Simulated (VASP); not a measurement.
# Rb (I4/mmm) in VASP: notebook

The runs below take Rb through single point, with PBE.

Program: VASP 6.6.1. These are calculated values, not measurements. Logs are shortened: lines on timing, memory, paths and dates and some standing lists are left out, and cuts for length are marked.

### 1 The cell of the first run

The structure is tetragonal, space group I4/mmm (No. 139). Conventional cell: a = 5.893 Å, b = 5.893 Å, c = 5.331 Å, α = 90.00°, β = 90.00°, γ = 90.00°.

### 2 Single point, PBE (strain +0.050 along x and y, -0.050 along z)

The input, INCAR:

```
SYSTEM = Rb
  PREC = Accurate
  ENCUT = 520
  EDIFF = 1E-7
  ISMEAR = 0
  SIGMA = 0.15
  LREAL = .False.
  LASPH = .True.
  NELM = 60
  ALGO = Fast
  ISIF = 2
  LWAVE = .False.
  LCHARG = .False.
  GGA = PE
  NBANDS = 10
```

The input, KPOINTS:

```
regular mesh
0
Gamma
  12 12 12
  0 0 0
```

The input, POSCAR:

```
Rb
1.0
   -2.9463000000      2.9463000000      2.6657000000
    2.9463000000     -2.9463000000      2.6657000000
    2.9463000000      2.9463000000     -2.6657000000
Rb
1
Direct
    0.0000000000      0.0000000000      0.0000000000
```

Potentials or basis: VASP PAW PBE potentials, release 64 (Rb_sv).

Started as:

```
$ cat potpaw_PBE.64/Rb_sv/POTCAR > POTCAR
$ mpirun -np 1 vasp_std > vasp.out
```

OUTCAR:

```text
SYSTEM = Rb
   PREC = Accurate
   ENCUT = 520
   EDIFF = 1E-7
   ISMEAR = 0
   LREAL = .False.
   LASPH = .True.
   NELM = 60
   ISIF = 2
   GGA = PE

 ion  position               nearest neighbor table
   1  0.000  0.000  0.000-

  LATTYP: Found a body centered tetragonal cell.
 ALAT       =     5.8926000000
 C/A-ratio  =     0.9047619048

  Lattice vectors:

 A1 = (  -2.9463000000,   2.9463000000,   2.6657000000)
 A2 = (   2.9463000000,  -2.9463000000,   2.6657000000)
 A3 = (   2.9463000000,   2.9463000000,  -2.6657000000)

Analysis of symmetry for initial positions (statically):
=====================================================================
 Subroutine PRICEL returns:
 Original cell was already a primitive cell.

 Routine SETGRP: Setting up the symmetry group for a
 body centered tetragonal supercell.

 Subroutine GETGRP returns: Found 16 space group operations
 (whereof 16 operations were pure point group operations)
 out of a pool of 16 trial point group operations.

The static configuration has the point symmetry D_4h.

Analysis of symmetry for dynamics (positions and initial velocities):
=====================================================================
 Subroutine PRICEL returns:
 Original cell was already a primitive cell.

 Routine SETGRP: Setting up the symmetry group for a
 body centered tetragonal supercell.

 Subroutine GETGRP returns: Found 16 space group operations
 (whereof 16 operations were pure point group operations)
 out of a pool of 16 trial point group operations.

The dynamic configuration has the point symmetry D_4h.

 Subroutine INISYM returns: Found 16 space group operations
 (whereof 16 operations are pure point group operations),
 and found     1 'primitive' translations

----------------------------------------------------------------------------------------

                                     Primitive cell

  volume of cell :      92.5604

  direct lattice vectors                    reciprocal lattice vectors
    -2.946300000  2.946300000  2.665700000     0.000000000  0.169704375  0.187567993
     2.946300000 -2.946300000  2.665700000     0.169704375  0.000000000  0.187567993
     2.946300000  2.946300000 -2.665700000     0.169704375  0.169704375  0.000000000

  length of vectors
     4.946445579  4.946445579  4.946445579     0.252945304  0.252945304  0.239998229

  position of ions in fractional coordinates (direct lattice)
     0.000000000  0.000000000  0.000000000

  ion indices of the primitive-cell ions
   primitive index   ion index
                 1           1

----------------------------------------------------------------------------------------

 KPOINTS: regular mesh

Automatic generation of k-mesh.
 Grid dimensions read from file:
 generate k-points for:   12   12   12

 Generating k-lattice:

  Cartesian coordinates                     Fractional coordinates (reciprocal lattice)
     0.000000000  0.014142031  0.015630666     0.083333333  0.000000000 -0.000000000
     0.014142031  0.000000000  0.015630666     0.000000000  0.083333333 -0.000000000
     0.014142031  0.014142031  0.000000000     0.000000000  0.000000000  0.083333333

  Length of vectors
     0.021078775  0.021078775  0.019999852

  Shift w.r.t. Gamma in fractional coordinates (k-lattice)
     0.000000000  0.000000000  0.000000000

 Subroutine IBZKPT returns following result:
 ===========================================

 Found    163 irreducible k-points:

 Following reciprocal coordinates:
            Coordinates               Weight
  0.000000  0.000000  0.000000      1.000000
  0.083333  0.000000  0.000000      8.000000
  0.166667  0.000000 -0.000000      8.000000
  0.250000  0.000000 -0.000000      8.000000
  0.333333  0.000000  0.000000      8.000000
  0.416667 -0.000000  0.000000      8.000000
[... 16 lines left out ...]
  0.500000  0.166667  0.000000     16.000000
 -0.416667  0.166667 -0.000000     16.000000
 [... further k-points ...]
   k-points           NKPTS =    163   k-points in BZ     NKDIM =    163   number of bands    NBANDS=     10
   number of dos      NEDOS =    301   number of ions     NIONS =      1
   total plane-waves  NPLWV =  64000
   dimension x,y,z NGX =    40 NGY =   40 NGZ =   40
   dimension x,y,z NGXF=    80 NGYF=   80 NGZF=   80
   ions per type =               1
   NGX,Y,Z   is equivalent  to a cutoff of  13.44, 13.44, 13.44 a.u.
   NGXF,Y,Z  is equivalent  to a cutoff of  26.89, 26.89, 26.89 a.u.
 SYSTEM =  Rb
   PREC   = accura    normal or accurate (medium, high low for compatibility)
   ISTART =      0    job   : 0-new  1-cont  2-samecut
   ICHARG =      2    charge: 1-file 2-atom 10-const
   ISPIN  =      1    spin polarized calculation?
   LNONCOLLINEAR =      F non collinear calculations
   LSORBIT =      F    spin-orbit coupling
   LASPH  =      T    aspherical Exc in radial PAW
   ENCUT  =  520.0 eV  38.22 Ry    6.18 a.u.   9.20  9.20  9.20*2*pi/ulx,y,z
   NELM   =     60;   NELMIN=  2; NELMDL= -5     # of ELM steps
   EDIFF  = 0.1E-06   stopping-criterion for ELM
   LREAL  =      F    real-space projection
   EDIFFG = 0.1E-05   stopping-criterion for IOM
   NSW    =      0    number of steps for IOM
   IBRION =     -1    ionic relax: 0-MD 1-quasi-New 2-CG
   NFREE  =      0    steps in history (QN), initial steepest desc. (CG)
   ISIF   =      2    stress and relaxation
   ISYM   =      2    0-nonsym 1-usesym 2-fastsym
   POTIM  = 0.5000    time-step for ionic-motion
   TEBEG  =    0.0;   TEEND  =   0.0 temperature during run
   PSTRESS=    0.0 pullay stress
   NELECT =       9.0000    total number of electrons
   NUPDOWN=      -1.0000    fix difference up-down
   EMIN   =  10.00;   EMAX   =-10.00  energy-range for DOS
   EFERMI =   0.00;   METHOD = LEGACY
   ISMEAR =     0;   SIGMA  =   0.15  broadening in eV -4-tet -1-fermi 0-gaus
   EFERMI_NEDOS =   21; number of points for ismear=-14 and -15
   IALGO  =     68    algorithm
   IMIX   =      4    mixing-type and parameters
     AMIX     =   0.40;   BMIX     =  1.00
     AMIX_MAG =   1.60;   BMIX_MAG =  1.00
  volume/ion in A,a.u.               =      92.56       624.63
  Fermi-wavevector in a.u.,A,eV,Ry     =   0.752802  1.422589  7.710563  0.566710
  Thomas-Fermi vector in A             =   1.850096
   LORBIT       =      0    0 simple, 1 ext, 2 COOP (PROOUT), +10 PAW based schemes
   GGA     = PE    functional components
   LHFCALC =     F    Hartree Fock is set to
   AEXX    =    0.0000 exact exchange contribution
   IVDW    =     0    specifies the selected vdW correction
   LEPSILON=     F    determine dielectric tensor
   LRPA    =     F    only Hartree local field effects (RPA)
 non-spin polarized calculation
 RMM-DIIS sequential band-by-band and
 Gauss-broadening in eV      SIGMA  =   0.15
  energy-cutoff  :      520.00
  volume of cell :       92.56
 maximum number of plane-waves:      2516
 NGX is ok and might be reduce to    40
   NGX = 19   NGY = 19   NGZ = 19

 number of electron       9.0000000 magnetization

 Free energy of the ion-electron system (eV)
  ---------------------------------------------------
  ext. energy  EPLUGINS =         0.00000000
  ---------------------------------------------------
  free energy    TOTEN  =        -0.93963803 eV

  energy without entropy =       -0.92919631  energy(sigma->0) =       -0.93441717

 E-fermi :  -0.0290     XC(G=0):  -5.4252

 val. band max:       -0.0577011141   @ k =  -0.4167   0.4167   0.1667
 cond. band min:      -0.0175501192   @ k =  -0.0833  -0.4167   0.0833
 fundamental gap:      0.0401509949
 Fermi energy:        -0.0290325835

 k-point     1 :       0.0000    0.0000    0.0000
  band No.  band energies     occupation
      1     -28.9380      2.00000
      2     -12.9821      2.00000
      3     -12.9821      2.00000
      4     -12.9814      2.00000
      5      -1.9751      2.00000
      6       3.3150      0.00000
      7       3.8444      0.00000
      8       3.8444      0.00000
      9       4.1985      0.00000
     10       4.9098      0.00000

 k-point     2 :       0.0833    0.0000    0.0000
  band No.  band energies     occupation
      1     -28.9378      2.00000
      2     -12.9879      2.00000
      3     -12.9842      2.00000
      4     -12.9821      2.00000
      5      -1.8910      2.00000
      6       3.2893      0.00000
      7       3.6837      0.00000
      8       3.8045      0.00000
      9       4.1795      0.00000
     10       4.7375      0.00000

 k-point     3 :       0.1667    0.0000   -0.0000
  band No.  band energies     occupation
      1     -28.9370      2.00000
      2     -13.0048      2.00000
      3     -12.9900      2.00000
      4     -12.9829      2.00000
      5      -1.6438      2.00000
      6       3.1124      0.00000
      7       3.1654      0.00000
      8       3.8935      0.00000
      9       4.2559      0.00000
     10       4.5707      0.00000

 k-point     4 :       0.2500    0.0000   -0.0000
  band No.  band energies     occupation
      1     -28.9360      2.00000
      2     -13.0275      2.00000
      3     -12.9979      2.00000
      4     -12.9841      2.00000
      5      -1.2494      2.00000
      6       2.5255      0.00000
      7       2.8405      0.00000
      8       4.1978      0.00000
      9       4.3810      0.00000
     10       4.5413      0.00000
[... 222 lines left out ...]
 k-point    22 :       0.4167    0.1667    0.0000
  band No.  band energies     occupation
      1     -28.9338      2.00000
      2     -13.0643      2.00000
      3     -13.0205      2.00000
      4     -12.9926      2.00000
      5       0.5189      0.00000
      6       0.9106      0.00000
      7       2.0680      0.00000
      8       3.8509      0.00000
      9       4.7938      0.00000
     10       5.2204      0.00000

 k-point    23 :       0.5000    0.1667    0.0000
  band No.  band energies     occupation
      1     -28.9341      2.00000
      2     -13.0594      2.00000
      3     -13.0179      2.00000
      4     -12.9910      2.00000
      5      -0.0069      0.83504
      6       1.4160      0.00000
      7       2.1156      0.00000
      8       3.9751      0.00000
      9       4.6568      0.00000
     10       5.1258      0.00000

 k-point    24 :      -0.4167    0.1667   -0.0000
  band No.  band energies     occupation
      1     -28.9348      2.00000
      2     -13.0487      2.00000
      3     -13.0096      2.00000
      4     -12.9888      2.00000
      5      -0.5862      2.00000
      6       1.9093      0.00000
      7       2.3369      0.00000
      8       4.2472      0.00000
      9       4.3581      0.00000
     10       5.0306      0.00000

 [... further k-points ...]

------------------------ aborting loop because EDIFF is reached ----------------------------------------

  FORCE on cell =-STRESS in cart. coord.  units (eV):
  Direction    XX          YY          ZZ          XY          YZ          ZX
  --------------------------------------------------------------------------------------
  -------------------------------------------------------------------------------------
  Total       -0.0351570     -0.0351570      0.0049255      0.0000000     -0.0000000      0.0000000
  in kB       -0.6085518     -0.6085518      0.0852574      0.0000000     -0.0000000      0.0000000
  external PRESSURE =      -0.3772820 kB  Pullay stress =       0.0000000 kB

 VOLUME and BASIS-vectors are now :
 -----------------------------------------------------------------------------
  energy-cutoff  :      520.00
  volume of cell :       92.56
      direct lattice vectors                 reciprocal lattice vectors
    -2.946300000  2.946300000  2.665700000     0.000000000  0.169704375  0.187567993
     2.946300000 -2.946300000  2.665700000     0.169704375  0.000000000  0.187567993
     2.946300000  2.946300000 -2.665700000     0.169704375  0.169704375  0.000000000

 POSITION                                       TOTAL-FORCE (eV/Angst)
 -----------------------------------------------------------------------------------
      0.00000      0.00000      0.00000         0.000000      0.000000     -0.000000
 -----------------------------------------------------------------------------------
    total drift:                               -0.000000      0.000000     -0.000000

  FREE ENERGIE OF THE ION-ELECTRON SYSTEM (eV)
  ---------------------------------------------------
  free  energy   TOTEN  =        -0.9396380341 eV

  energy  without entropy=       -0.9291963054  energy(sigma->0) =       -0.93441717
```

Run time: 3.1 min. Hardware: 1 thread of Intel Xeon 6975P-C (Granite Rapids), shared host; peak memory 0.32 GiB.

Results:

- Free energy: -0.9396 eV
- Pressure: 0.0 GPa
- Band gap on the k mesh: zero (an odd number of electrons rules out a gap without spin polarisation)

Levels at points of the mesh, in eV from the Fermi level:
```csv
k point,band 1,band 2,band 3,band 4,band 5,band 6,band 7,band 8
"(0.00, 0.00, 0.00)",-28.91,-12.95,-12.95,-12.95,-1.95,3.34,3.87,3.87
"(0.50, 0.00, 0.00)",-28.90,-13.04,-12.98,-12.96,0.32,0.86,2.43,4.26
"(0.50, 0.50, 0.00)",-28.91,-13.04,-12.98,-12.95,0.12,0.63,2.97,3.99
"(0.50, 0.50, 0.50)",-28.90,-13.02,-13.02,-13.00,1.15,1.38,2.90,2.90
```

Caveat: the cell differs from its parent crystal (strain +0.050 along x and y, -0.050 along z).

### 3 Single point, PBE (strain +0.000 along x and y, +0.050 along z)

The input, INCAR:

```
PREC     = Accurate       # precision mode
ENCUT    = 520            # plane-wave cutoff, eV
EDIFF    = 1E-6           # SCF threshold, eV
ISMEAR   = 0              # smearing method
SIGMA    = 0.15           # smearing width, eV
LREAL    = F              # projectors in reciprocal space
LASPH    = T              # aspherical terms in the spheres
NELM     = 80             # most SCF steps
ALGO     = Fast           # electronic algorithm
ISIF     = 2              # what is computed and relaxed
LWAVE    = F              # write WAVECAR
LCHARG   = T              # write CHGCAR
GGA      = PE             # functional
LELF     = T              # ELF
LVHAR    = T            
NBANDS   = 10             # bands
```

The input, KPOINTS:

```
Automatic mesh
0
Gamma
  12 12 12
```

The input, POSCAR:

```
Rb
1.0
   -2.8060000000      2.8060000000      2.9463000000
    2.8060000000     -2.8060000000      2.9463000000
    2.8060000000      2.8060000000     -2.9463000000
Rb
1
Direct
    0.0000000000      0.0000000000      0.0000000000
```

Potentials or basis: VASP PAW PBE potentials, release 64 (Rb_sv).

Started as:

```
$ cat potpaw_PBE.64/Rb_sv/POTCAR > POTCAR
$ mpirun -np 1 vasp_std > vasp.out
```

OUTCAR:

```text
PREC = Accurate
   ENCUT = 520
   EDIFF = 1E-6
   ISMEAR = 0
   LREAL = F
   LASPH = T
   NELM = 80
   ISIF = 2
   GGA = PE

 ion  position               nearest neighbor table
   1  0.000  0.000  0.000-

  LATTYP: Found a body centered tetragonal cell.
 ALAT       =     5.6120000000
 C/A-ratio  =     1.0500000000

  Lattice vectors:

 A1 = (  -2.8060000000,   2.8060000000,   2.9463000000)
 A2 = (   2.8060000000,  -2.8060000000,   2.9463000000)
 A3 = (   2.8060000000,   2.8060000000,  -2.9463000000)

Analysis of symmetry for initial positions (statically):
=====================================================================
 Subroutine PRICEL returns:
 Original cell was already a primitive cell.

 Routine SETGRP: Setting up the symmetry group for a
 body centered tetragonal supercell.

 Subroutine GETGRP returns: Found 16 space group operations
 (whereof 16 operations were pure point group operations)
 out of a pool of 16 trial point group operations.

The static configuration has the point symmetry D_4h.

Analysis of symmetry for dynamics (positions and initial velocities):
[... 164 lines left out ...]
 Fermi energy:        -0.0346097650

 k-point     1 :       0.0000    0.0000    0.0000
  band No.  band energies     occupation
      1     -28.9443      2.00000
      2     -12.9884      2.00000
      3     -12.9884      2.00000
      4     -12.9883      2.00000
      5      -1.9775      2.00000
      6       3.5583      0.00000
      7       3.5583      0.00000
      8       3.7934      0.00000
      9       4.3821      0.00000
     10       4.7130      0.00000
[... 287 lines left out ...]
 k-point    24 :      -0.4167    0.1667    0.0000
  band No.  band energies     occupation
      1     -28.9411      2.00000
      2     -13.0568      2.00000
      3     -13.0141      2.00000
      4     -12.9954      2.00000
      5      -0.5600      2.00000
      6       1.7810      0.00000
      7       2.4268      0.00000
      8       4.1198      0.00000
      9       4.4902      0.00000
     10       5.0961      0.00000

 [... further k-points ...]

------------------------ aborting loop because EDIFF is reached ----------------------------------------

  FORCE on cell =-STRESS in cart. coord.  units (eV):
  Direction    XX          YY          ZZ          XY          YZ          ZX
  --------------------------------------------------------------------------------------
  -------------------------------------------------------------------------------------
  Total       -0.0262626     -0.0262626     -0.0309947      0.0000000      0.0000000      0.0000000
  in kB       -0.4534566     -0.4534566     -0.5351626      0.0000000      0.0000000      0.0000000
  external PRESSURE =      -0.4806920 kB  Pullay stress =       0.0000000 kB

 VOLUME and BASIS-vectors are now :
 -----------------------------------------------------------------------------
  energy-cutoff  :      520.00
  volume of cell :       92.79
      direct lattice vectors                 reciprocal lattice vectors
    -2.806000000  2.806000000  2.946300000     0.000000000  0.178189594  0.169704375
     2.806000000 -2.806000000  2.946300000     0.178189594  0.000000000  0.169704375
     2.806000000  2.806000000 -2.946300000     0.178189594  0.178189594  0.000000000

 POSITION                                       TOTAL-FORCE (eV/Angst)
 -----------------------------------------------------------------------------------
      0.00000      0.00000      0.00000         0.000000      0.000000      0.000000
 -----------------------------------------------------------------------------------
    total drift:                               -0.000000     -0.000000     -0.000000

  FREE ENERGIE OF THE ION-ELECTRON SYSTEM (eV)
  ---------------------------------------------------
  free  energy   TOTEN  =        -0.9404132683 eV

  energy  without entropy=       -0.9292576747  energy(sigma->0) =       -0.93483547
```

Run time: 2.5 min. Hardware: 1 thread of Intel Xeon 6975P-C (Granite Rapids), shared host; peak memory 0.32 GiB.

What came out:

```
Free energy            : -0.9404 eV
Pressure               : 0.0 GPa
Band gap on the k mesh : zero (an odd number of electrons rules out a gap without spin polarisation)
```

Levels at points of the mesh, in eV from the Fermi level:
```csv
k point,band 2,band 3,band 4,band 5,band 6,band 7
"(0.00, 0.00, 0.00)",-12.95,-12.95,-12.95,-1.94,3.59,3.59
"(0.50, 0.00, 0.00)",-13.04,-12.98,-12.95,0.22,0.74,2.67
"(0.50, 0.50, 0.00)",-13.04,-12.99,-12.96,0.31,0.84,2.42
"(0.50, 0.50, 0.50)",-13.02,-13.01,-13.01,1.20,1.34,2.90
```

Caveat: the cell differs from its parent crystal (strain +0.000 along x and y, +0.050 along z).
